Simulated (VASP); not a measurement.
Write the native input for VASP 6.6.1 that does the following.

- Task: single point
- Functional: PBE
- Potentials or basis: VASP PAW PBE potentials, release 64 (Sb, S)
- Cutoff: 520 eV
- k mesh: 6 × 6 × 2
- Occupations: gaussian, width 0.1 eV
- Spin: no spin polarisation
- Dipole correction: no
- Further INCAR settings: ALGO = Normal; EDIFF = 1e-06; NBANDS = 15

The structure of Sb2S lies in POSCAR:

```
Sb2S
1.0
    3.1072160674      0.0000000000      0.0000000000
    0.0000000000      3.1072160674      0.0000000000
    0.0000000000      0.0000000000      8.4036864851
Sb S
2 1
Direct
    0.5000000000      0.5000000000      0.3103099257
    0.5000000000      0.5000000000      0.6896900743
    0.5000000000      0.5000000000      0.0000000000
```

The cell was generated, and may not be a known phase.

The input as run:

INCAR

```
PREC     = Accurate       # precision mode
ENCUT    = 520            # plane-wave cutoff, eV
EDIFF    = 1E-6           # SCF threshold, eV
ISMEAR   = 0              # smearing method
SIGMA    = 0.1            # smearing width, eV
LREAL    = False          # projectors in reciprocal space
LASPH    = True           # aspherical terms in the spheres
NELM     = 80             # most SCF steps
ALGO     = Normal         # electronic algorithm
ISIF     = 2              # what is computed and relaxed
LWAVE    = False          # write WAVECAR
LCHARG   = False          # write CHGCAR
GGA      = PE             # functional
NBANDS   = 15             # bands
```

KPOINTS

```
regular mesh
0
Gamma
  6 6 2
```

Potentials or basis: VASP PAW PBE potentials, release 64 (Sb, S).

Command:

```sh
$ cat potpaw_PBE.64/Sb/POTCAR potpaw_PBE.64/S/POTCAR > POTCAR
$ mpirun -np 1 vasp_std > vasp.out
```

It gave:

* Pressure: -0.1 GPa
* Largest force: 0.003 eV/Å
* Band gap on the k mesh: zero (bands 8 and 9 overlap by 6.07 eV)

Caveat: the k points lie up to 0.37 Å⁻¹ apart, too coarse for converged energies and pressures of a metal; spin-orbit coupling is left out, which moves the levels of the heavy elements.

Run time: 32 s on 1 thread of Intel Xeon 8259CL, on a shared host, peak memory 0.19 GiB.
